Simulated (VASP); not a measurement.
# GaC18 in VASP: notebook

GaC18 is run at these levels: LDA; tasks: single point.

Program: VASP 6.6.1. These are calculated values, not measurements. Logs are shortened: lines on timing, memory, paths and dates and some standing lists are left out, and cuts for length are marked.

## Step 1: The cell of the first run

The cell holds a slab with vacuum, 19 atoms: a = 7.398 Å, b = 7.398 Å, c = 12.000 Å, α = 90.00°, β = 90.00°, γ = 120.00°.

## Step 2: Single point, LDA, collinear spin, zero start

Contents of INCAR:

```
SYSTEM = GaC18
  PREC = Accurate
  ENCUT = 520
  EDIFF = 1E-6
  ISMEAR = -1
  SIGMA = 0.05
  LREAL = Auto
  LASPH = .TRUE.
  NELM = 150
  ALGO = Normal
  ISIF = 2
  LWAVE = .FALSE.
  LCHARG = .TRUE.
  ISPIN = 2
  MAGMOM = 0 0 0 0 0 0 0 0 0 0 0 0 0 0 0 0 0 0 0
  LORBIT = 11
  LELF = .TRUE.
  LVHAR = .TRUE.
  NBANDS = 62
```

Contents of KPOINTS:

```
Automatic mesh
0
G
  2 2 1
  0 0 0
```

Contents of POSCAR:

```
GaC18
1.0
    7.3980000000      0.0000000000      0.0000000000
   -3.6990000000      6.4068560000      0.0000000000
    0.0000000000      0.0000000000     12.0000000000
C Ga
18 1
Direct
    0.0044591956      0.0013401269      0.0824173333
    0.2261996435      0.1129007738      0.0822960000
    0.0054366422      0.3357681209      0.0802881667
    0.2275376870      0.4469366878      0.0812988333
    0.0046299162      0.6698302568      0.0813305833
    0.2262792006      0.7796889769      0.0819760000
    0.3365813261      0.0014743581      0.0829580833
    0.5583694518      0.1122444456      0.0834363333
    0.3373503466      0.3351245915      0.0821473333
    0.5590455527      0.4467534466      0.0824502500
    0.3373886518      0.6685834675      0.0819730000
    0.5591716938      0.7788781268      0.0829535000
    0.6699287378      0.0006725608      0.0834185000
    0.8932331439      0.1120680721      0.0822088333
    0.6697661664      0.3355336845      0.0822719167
    0.8934451825      0.4477370804      0.0803416667
    0.6705989168      0.6684998071      0.0823093333
    0.8928240166      0.7796507366      0.0821579167
    0.8260528689      0.2672601039      0.2567659167
```

Potentials or basis: VASP PAW LDA potentials, release 64 (C, Ga_d).

Started as:

```console
cat potpaw_LDA.64/C/POTCAR potpaw_LDA.64/Ga_d/POTCAR > POTCAR
mpirun -np 1 vasp_std > vasp.out
```

OUTCAR:

```text
SYSTEM = GaC18
   PREC = Accurate
   ENCUT = 520
   EDIFF = 1E-6
   ISMEAR = -1
   LREAL = Auto
   LASPH = .TRUE.
   NELM = 150
   ISIF = 2
   ISPIN = 2
   LORBIT = 11

 ion  position               nearest neighbor table
   1  0.004  0.001  0.082-  18 1.42   2 1.42  14 1.42
   2  0.226  0.113  0.082-   1 1.42   7 1.42   9 1.42
   3  0.005  0.336  0.080-   4 1.42  14 1.43  16 1.43  19 2.41
   4  0.228  0.447  0.081-   9 1.42  11 1.42   3 1.42
   5  0.005  0.670  0.081-  18 1.42   6 1.42  16 1.42
   6  0.226  0.780  0.082-   5 1.42   7 1.42  11 1.42
   7  0.337  0.001  0.083-   8 1.42   6 1.42   2 1.42
   8  0.558  0.112  0.083-   7 1.42  13 1.43  15 1.43
   9  0.337  0.335  0.082-   4 1.42  10 1.42   2 1.42
  10  0.559  0.447  0.082-   9 1.42  17 1.42  15 1.42
  11  0.337  0.669  0.082-   4 1.42  12 1.42   6 1.42
  12  0.559  0.779  0.083-  11 1.42  13 1.42  17 1.42
  13  0.670  0.001  0.083-  12 1.42   8 1.43  14 1.43
  14  0.893  0.112  0.082-   1 1.42  13 1.43   3 1.43
  15  0.670  0.336  0.082-  10 1.42   8 1.43  16 1.43
  16  0.893  0.448  0.080-   5 1.42  15 1.43   3 1.43  19 2.42
  17  0.671  0.668  0.082-  10 1.42  12 1.42  18 1.42
  18  0.893  0.780  0.082-   5 1.42   1 1.42  17 1.42
  19  0.826  0.267  0.257-   3 2.41  16 2.42

  LATTYP: Found a hexagonal cell.
 ALAT       =     7.3980000000
 C/A-ratio  =     1.6220600162

  Lattice vectors:

 A1 = (   7.3980000000,   0.0000000000,   0.0000000000)
 A2 = (  -3.6990000000,   6.4068560000,   0.0000000000)
 A3 = (   0.0000000000,   0.0000000000,  12.0000000000)

Analysis of symmetry for initial positions (statically):
=====================================================================
 Subroutine PRICEL returns:
 Original cell was already a primitive cell.

 Routine SETGRP: Setting up the symmetry group for a
 hexagonal supercell.

 Subroutine GETGRP returns: Found  1 space group operations
 (whereof  1 operations were pure point group operations)
 out of a pool of 24 trial point group operations.

The static configuration has the point symmetry C_1 .

Analysis of symmetry for dynamics (positions and initial velocities):
=====================================================================
 Subroutine PRICEL returns:
 Original cell was already a primitive cell.

 Routine SETGRP: Setting up the symmetry group for a
 hexagonal supercell.

 Subroutine GETGRP returns: Found  1 space group operations
 (whereof  1 operations were pure point group operations)
 out of a pool of 24 trial point group operations.

The dynamic configuration has the point symmetry C_1 .

Analysis of structural, dynamic, and magnetic symmetry:
=====================================================================
 Subroutine PRICEL returns:
 Original cell was already a primitive cell.

 Routine SETGRP: Setting up the symmetry group for a
 hexagonal supercell.

 Subroutine GETGRP returns: Found  1 space group operations
 (whereof  1 operations were pure point group operations)
 out of a pool of 24 trial point group operations.

The overall configuration has the point symmetry C_1 .

 Subroutine INISYM returns: Found  1 space group operations
 (whereof  1 operations are pure point group operations),
 and found     1 'primitive' translations

----------------------------------------------------------------------------------------

                                     Primitive cell

  volume of cell :     568.7750

  direct lattice vectors                    reciprocal lattice vectors
     7.398000000  0.000000000  0.000000000     0.135171668  0.078041398  0.000000000
    -3.699000000  6.406856000  0.000000000     0.000000000  0.156082796  0.000000000
     0.000000000  0.000000000 12.000000000     0.000000000  0.000000000  0.083333333

  length of vectors
     7.398000000  7.398000054 12.000000000     0.156082797  0.156082796  0.083333333

  position of ions in fractional coordinates (direct lattice)
     0.004459196  0.001340127  0.082417333
     0.226199644  0.112900774  0.082296000
     0.005436642  0.335768121  0.080288167
     0.227537687  0.446936688  0.081298833
     0.004629916  0.669830257  0.081330583
     0.226279201  0.779688977  0.081976000
[... 11 lines left out ...]
     0.892824017  0.779650737  0.082157917
     0.826052869  0.267260104  0.256765917

  ion indices of the primitive-cell ions
   primitive index   ion index
                 1           1
                 2           2
                 3           3
                 4           4
                 5           5
                 6           6
[... 11 lines left out ...]
                18          18
                19          19

----------------------------------------------------------------------------------------

 KPOINTS: Automatic mesh

Automatic generation of k-mesh.
 Grid dimensions read from file:
 generate k-points for:    2    2    1

 Generating k-lattice:

  Cartesian coordinates                     Fractional coordinates (reciprocal lattice)
[... 59 lines left out ...]
   LORBIT       =     11    0 simple, 1 ext, 2 COOP (PROOUT), +10 PAW based schemes
   GGA     = CA    functional components
   LHFCALC =     F    Hartree Fock is set to
   AEXX    =    0.0000 exact exchange contribution
   IVDW    =     0    specifies the selected vdW correction
   LEPSILON=     F    determine dielectric tensor
   LRPA    =     F    only Hartree local field effects (RPA)
 spin polarized calculation
  energy-cutoff  :      520.00
  volume of cell :      568.78
 maximum number of plane-waves:     15363
 NGX is ok and might be reduce to    56
   NGX = 27   NGY = 27   NGZ = 45

 number of electron      84.9999999 magnetization       0.0000000

 number of electron      84.9999999 magnetization      -0.0000000

 Free energy of the ion-electron system (eV)
  ---------------------------------------------------
  ext. energy  EPLUGINS =         0.00000000
  ---------------------------------------------------
  free energy    TOTEN  =      -183.40944554 eV

  energy without entropy =     -183.40944328  energy(sigma->0) =     -183.40944441

 E-fermi :  -0.7541     XC(G=0):  -4.2080

 val. band max:       -1.4205088051   @ k =   0.0000   0.0000   0.0000
 cond. band min:      -0.0827498300   @ k =   0.5000   0.0000   0.0000
 fundamental gap:      1.3377589751
 Fermi energy:        -0.7540939793

 spin component 1

 k-point     1 :       0.0000    0.0000    0.0000
  band No.  band energies     occupation
      1     -20.7240      1.00000
      2     -18.4177      1.00000
      3     -18.2132      1.00000
      4     -18.1996      1.00000
      5     -17.9899      1.00000
      6     -17.9846      1.00000
[... 46 lines left out ...]
     53       3.4306      0.00000
     54       3.5627      0.00000
[... 169 lines left out ...]
     53       3.8516      0.00000
     54       3.9345      0.00000
 Fermi energy:        -0.7540939793

 spin component 2

 k-point     1 :       0.0000    0.0000    0.0000
  band No.  band energies     occupation
      1     -20.7240      1.00000
      2     -18.4177      1.00000
      3     -18.2132      1.00000
      4     -18.1996      1.00000
      5     -17.9899      1.00000
      6     -17.9846      1.00000
[... 46 lines left out ...]
     53       3.4306      0.00000
     54       3.5627      0.00000
[... 169 lines left out ...]
     53       3.8516      0.00000
     54       3.9345      0.00000
 [bands above 54 left out]

------------------------ aborting loop because EDIFF is reached ----------------------------------------

  FORCE on cell =-STRESS in cart. coord.  units (eV):
  Direction    XX          YY          ZZ          XY          YZ          ZX
  --------------------------------------------------------------------------------------
  -------------------------------------------------------------------------------------
  Total       -5.4358575     -5.4373573     -0.0974605      0.0141301     -0.3443323     -0.2063746
  in kB      -15.3122182    -15.3164430     -0.2745357      0.0398028     -0.9699464     -0.5813347
  external PRESSURE =     -10.3010657 kB  Pullay stress =       0.0000000 kB

 VOLUME and BASIS-vectors are now :
 -----------------------------------------------------------------------------
  energy-cutoff  :      520.00
  volume of cell :      568.78
      direct lattice vectors                 reciprocal lattice vectors
     7.398000000  0.000000000  0.000000000     0.135171668  0.078041398  0.000000000
    -3.699000000  6.406856000  0.000000000     0.000000000  0.156082796  0.000000000
     0.000000000  0.000000000 12.000000000     0.000000000  0.000000000  0.083333333

 POSITION                                       TOTAL-FORCE (eV/Angst)
 -----------------------------------------------------------------------------------
      0.02803      0.00859      0.98901         0.001491      0.003243      0.000382
      1.25581      0.72334      0.98755         0.005105      0.008849     -0.000833
     -1.20179      2.15122      0.96346         0.012914      0.011286     -0.005036
      0.03011      2.86346      0.97559         0.009213      0.012374      0.004249
     -2.44345      4.29151      0.97597         0.005609      0.006811      0.001920
     -1.21006      4.99535      0.98371         0.011326      0.007727      0.002671
[... 11 lines left out ...]
      3.72118      4.99511      0.98590         0.000857      0.008278      0.000135
      5.12254      1.71230      3.08119        -0.098970     -0.163696      0.018340
 -----------------------------------------------------------------------------------
    total drift:                               -0.004265     -0.014190      0.041796

  FREE ENERGIE OF THE ION-ELECTRON SYSTEM (eV)
  ---------------------------------------------------
  free  energy   TOTEN  =      -183.4094455366 eV

  energy  without entropy=     -183.4094432767  energy(sigma->0) =     -183.40944441

 total charge

# of ion       s       p       d       tot
------------------------------------------
    1        0.851   1.804   0.000   2.656
    2        0.852   1.797   0.000   2.649
    3        0.851   1.792   0.000   2.644
    4        0.851   1.805   0.000   2.656
    5        0.851   1.805   0.000   2.656
    6        0.852   1.799   0.000   2.651
[... 11 lines left out ...]
   18        0.852   1.800   0.000   2.652
   19        1.224   0.275   9.954  11.453
--------------------------------------------------
tot         16.551  32.640   9.954  59.145

 magnetization (x)

# of ion       s       p       d       tot
------------------------------------------
    1        0.000  -0.000   0.000   0.000
    2        0.000  -0.000   0.000   0.000
    3        0.000  -0.000   0.000  -0.000
    4        0.000   0.000   0.000   0.000
    5       -0.000  -0.000   0.000  -0.000
    6        0.000  -0.000   0.000   0.000
[... 11 lines left out ...]
   18        0.000  -0.000   0.000   0.000
   19       -0.000   0.000  -0.000  -0.000
--------------------------------------------------
tot          0.000  -0.000  -0.000   0.000
```

It took 13 min on 1 thread of Intel Xeon 6975P-C, shared host; peak memory 0.6 GiB.

Results:

```
Free energy                                           : -183.4094 eV
Largest force                                         : 0.192 eV/Å
Net moment                                            : 0.00 μB per cell
Valence electrons inside the program's atomic spheres : C 2.66, 2.65, 2.64; Ga 11.45
```

Forces on the atoms (eV/Å):
```
C    0.001  0.003  0.000
C    0.005  0.009 -0.001
C    0.013  0.011 -0.005
C    0.009  0.012  0.004
C    0.006  0.007  0.002
C    0.011  0.008  0.003
C    0.010  0.004 -0.001
C    0.004 -0.001 -0.008
C    0.004  0.014 -0.001
C   -0.001  0.012  0.000
C    0.013  0.016 -0.001
C    0.006  0.008  0.001
C    0.006  0.004 -0.005
C    0.006  0.000 -0.002
C    0.002  0.014 -0.007
C    0.006  0.019  0.004
C   -0.005  0.014 -0.004
C    0.001  0.008  0.000
Ga  -0.099 -0.164  0.018
```

Caveat: the k points lie up to 0.49 Å⁻¹ apart.

## Step 3: Single point, LDA, collinear spin, zero start

Contents of INCAR:

```
PREC = Accurate
ENCUT = 520
EDIFF = 1E-6
ISMEAR = -1
SIGMA = 0.05
LREAL = Auto
LASPH = T
NELM = 150
ALGO = Normal
ISIF = 2
LWAVE = F
LCHARG = F
ISPIN = 2
MAGMOM = 0 0 0 0 0 0 0 0 0 0 0 0 0 0 0 0 0 0 0
LORBIT = 11
GGA = CA
NBANDS = 62
```

Contents of KPOINTS:

```
regular mesh
0
Gamma
  2 2 1
```

Contents of POSCAR:

```
GaC18
1.0
    7.3980000000      0.0000000000      0.0000000000
   -3.6990000000      6.4068560000      0.0000000000
    0.0000000000      0.0000000000     12.0000000000
C Ga
18 1
Direct
    0.0044084030      0.0014404881      0.0825756667
    0.2262177789      0.1129051441      0.0822873333
    0.0053425381      0.3355750465      0.0792628333
    0.2277425783      0.4470553107      0.0808944167
    0.0047275453      0.6700517383      0.0809363333
    0.2263887657      0.7798243007      0.0817886667
    0.3368328772      0.0016619696      0.0829814167
    0.5585759281      0.1122767548      0.0836740000
    0.3374557727      0.3351456627      0.0822134167
    0.5591287855      0.4467206692      0.0826035000
    0.3375054423      0.6687156696      0.0817887500
    0.5593416899      0.7791508035      0.0829885833
    0.6699419907      0.0008996612      0.0836700000
    0.8928943019      0.1119616236      0.0823770833
    0.6696407228      0.3352127783      0.0824340000
    0.8932315103      0.4476609120      0.0793455000
    0.6705849296      0.6685361744      0.0823085000
    0.8928285850      0.7797734177      0.0822316667
    0.8671744307      0.3080439142      0.2586377500
```

Potentials or basis: VASP PAW LDA potentials, release 64 (C, Ga_d).

Started as:

```console
cat potpaw_LDA.64/C/POTCAR potpaw_LDA.64/Ga_d/POTCAR > POTCAR
mpirun -np 1 vasp_std > vasp.out
```

Wall time 12 min (1 thread of Intel Xeon 6975P-C, shared host); peak memory 0.6 GiB.

It converged, with:

```
Free energy                                           : -183.3383 eV
Largest force                                         : 0.255 eV/Å
Net moment                                            : 0.00 μB per cell
Valence electrons inside the program's atomic spheres : C 2.65, 2.64; Ga 11.45
```

Forces on the atoms (eV/Å):
```
C    0.002  0.006  0.000
C    0.006  0.011  0.002
C    0.017  0.015 -0.014
C    0.009  0.015  0.001
C    0.005  0.010 -0.003
C    0.012  0.010 -0.002
C    0.011  0.010  0.003
C    0.002  0.005  0.002
C    0.008  0.017 -0.003
C    0.001  0.014  0.000
C    0.013  0.017 -0.005
C    0.009  0.011  0.004
C    0.008  0.007  0.002
C    0.010  0.004  0.004
C    0.008  0.015 -0.001
C    0.010  0.020 -0.007
C   -0.003  0.017 -0.001
C    0.001  0.014 -0.001
Ga  -0.130 -0.219  0.018
```

Levels at points of the mesh, in eV from the Fermi level:
Spin up:
```csv
k point,band 40,band 41,band 42,band 43,band 44,band 45
"(0.00, 0.00, 0.00)",-3.51,-0.83,-0.81,-0.57,-0.56,1.39
"(0.50, 0.00, 0.00)",-3.20,-3.09,-2.88,0.57,1.05,1.47
"(0.00, 0.50, 0.00)",-3.20,-3.08,-2.88,0.57,1.04,1.47
"(0.50, 0.50, 0.00)",-3.24,-3.08,-2.88,0.80,0.96,1.10
```
Spin down:
| k point | band 40 | band 41 | band 42 | band 43 | band 44 | band 45 |
| --- | --- | --- | --- | --- | --- | --- |
| (0.00, 0.00, 0.00) | -3.51 | -0.83 | -0.81 | -0.57 | -0.56 | 1.39 |
| (0.50, 0.00, 0.00) | -3.20 | -3.09 | -2.88 | 0.57 | 1.05 | 1.47 |
| (0.00, 0.50, 0.00) | -3.20 | -3.08 | -2.88 | 0.57 | 1.04 | 1.47 |
| (0.50, 0.50, 0.00) | -3.24 | -3.08 | -2.88 | 0.80 | 0.96 | 1.10 |

Caveat: the k points lie up to 0.49 Å⁻¹ apart.

## Step 4: Single point, LDA, collinear spin, zero start

Contents of INCAR:

```
ALGO     = Normal         # electronic algorithm
EDIFF    = 1E-7           # SCF threshold, eV
ENCUT    = 520            # plane-wave cutoff, eV
GGA      = CA             # functional
ISIF     = 2              # what is computed and relaxed
ISMEAR   = -1             # smearing method
ISPIN    = 2              # spin polarisation
LASPH    = True           # aspherical terms in the spheres
LCHARG   = False          # write CHGCAR
LORBIT   = 11             # projections on sites
LREAL    = Auto         
LWAVE    = False          # write WAVECAR
MAGMOM   = 0 0 0 0 0 0 0 0 0 0 0 0 0 0 0 0 0 0 0 # initial moments
NBANDS   = 62             # bands
NELM     = 150            # most SCF steps
PREC     = Accurate       # precision mode
SIGMA    = 0.05           # smearing width, eV
```

Contents of KPOINTS:

```
k-points
0
Gamma
  2 2 1
```

Contents of POSCAR:

```
GaC18
1.0
    7.3980000000      0.0000000000      0.0000000000
   -3.6990000000      6.4068560000      0.0000000000
    0.0000000000      0.0000000000     12.0000000000
C Ga
18 1
Direct
    0.0043560780      0.0015583306      0.0826294167
    0.2262904356      0.1129525933      0.0822577500
    0.0050453174      0.3352404050      0.0787564167
    0.2278080908      0.4471141540      0.0810685833
    0.0047724426      0.6701347744      0.0811094167
    0.2265685119      0.7800326713      0.0819295833
    0.3370664360      0.0018806416      0.0828135833
    0.5588290731      0.1124024014      0.0831762500
    0.3376004348      0.3351662656      0.0823716667
    0.5592311485      0.4466828972      0.0826487500
    0.3376969607      0.6689151434      0.0819362500
    0.5595452526      0.7794019407      0.0828310000
    0.6700512778      0.0011690601      0.0831851667
    0.8925875621      0.1118380060      0.0821798333
    0.6695016067      0.3349218400      0.0822221667
    0.8928852071      0.4473835529      0.0788635000
    0.6706183597      0.6686235807      0.0822825000
    0.8928374298      0.7799316857      0.0823901667
    0.9083398620      0.3489287101      0.2603475000
```

Started as:

```console
cat potpaw_LDA.64/C/POTCAR potpaw_LDA.64/Ga_d/POTCAR > POTCAR
mpirun -np 1 vasp_std > vasp.out
```

Wall time 14 min (1 thread of Intel Xeon 6975P-C, shared host); peak memory 0.6 GiB.

Results (log left out):

```
Free energy                                           : -183.2702 eV
Largest force                                         : 0.178 eV/Å
Net moment                                            : 0.00 μB per cell
Valence electrons inside the program's atomic spheres : C 2.65, 2.64; Ga 11.45
```

Forces on the atoms (eV/Å):
```
C   -0.002  0.003  0.000
C    0.004  0.009  0.003
C    0.015  0.007 -0.024
C    0.008  0.012  0.002
C    0.001  0.008  0.000
C    0.010  0.010 -0.003
C    0.010  0.008  0.004
C    0.001  0.003  0.002
C    0.006  0.015 -0.005
C   -0.004  0.009  0.000
C    0.012  0.016 -0.007
C    0.008  0.006  0.004
C    0.008 -0.006  0.000
C    0.008  0.003  0.010
C    0.006  0.010  0.003
C    0.006  0.009 -0.017
C   -0.006  0.014  0.000
C   -0.001  0.012 -0.004
Ga  -0.090 -0.150  0.034
```

Levels at points of the mesh, in eV from the Fermi level:
Spin up:
| k point | band 40 | band 41 | band 42 | band 43 | band 44 | band 45 |
| --- | --- | --- | --- | --- | --- | --- |
| (0.00, 0.00, 0.00) | -3.44 | -0.78 | -0.72 | -0.49 | -0.48 | 1.24 |
| (0.50, 0.00, 0.00) | -3.13 | -3.07 | -2.80 | 0.48 | 0.98 | 1.60 |
| (0.00, 0.50, 0.00) | -3.14 | -3.07 | -2.80 | 0.49 | 0.97 | 1.59 |
| (0.50, 0.50, 0.00) | -3.20 | -3.06 | -2.80 | 0.83 | 0.90 | 1.03 |
Spin down:
| k point | band 40 | band 41 | band 42 | band 43 | band 44 | band 45 |
| --- | --- | --- | --- | --- | --- | --- |
| (0.00, 0.00, 0.00) | -3.44 | -0.78 | -0.72 | -0.49 | -0.48 | 1.24 |
| (0.50, 0.00, 0.00) | -3.13 | -3.07 | -2.80 | 0.48 | 0.98 | 1.60 |
| (0.00, 0.50, 0.00) | -3.14 | -3.07 | -2.80 | 0.49 | 0.97 | 1.59 |
| (0.50, 0.50, 0.00) | -3.20 | -3.06 | -2.80 | 0.83 | 0.90 | 1.03 |

Caveat: the k points lie up to 0.49 Å⁻¹ apart.
